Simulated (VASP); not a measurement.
A run of VASP 6.6.1 is set up as follows.

File INCAR:

```
SYSTEM = Nb
PREC = Accurate
ENCUT = 520
EDIFF = 1E-6
ISMEAR = -1
SIGMA = 0.1
LREAL = .False.
LASPH = .True.
NELM = 100
ALGO = Normal
ISIF = 2
LWAVE = .False.
LCHARG = .False.
GGA = B5
ALDAX = 1.0
AGGAX = 1.0
AGGAC = 1.0
ALDAC = 0.0
NBANDS = 12
```

The input KPOINTS:

```
Automatic mesh
0
Gamma
  14 14 14
  0 0 0
```

POSCAR

```
Nb
1.0
    0.0000000000      2.2186607428      2.2186607428
    2.2186607428      0.0000000000      2.2186607428
    2.2186607428      2.2186607428      0.0000000000
Nb
1
Direct
    0.0000000000      0.0000000000      0.0000000000
```

Potentials or basis: VASP PAW PBE potentials, release 64 (Nb_sv).

Run with:

```sh
$ cat potpaw_PBE.64/Nb_sv/POTCAR > POTCAR
$ mpirun -np 1 vasp_std > vasp.out
```

Q: Predict the pressure.

A: -13.8 GPa.

Caveat: the PAW data sets were made with another functional, which shifts forces and pressure a little.
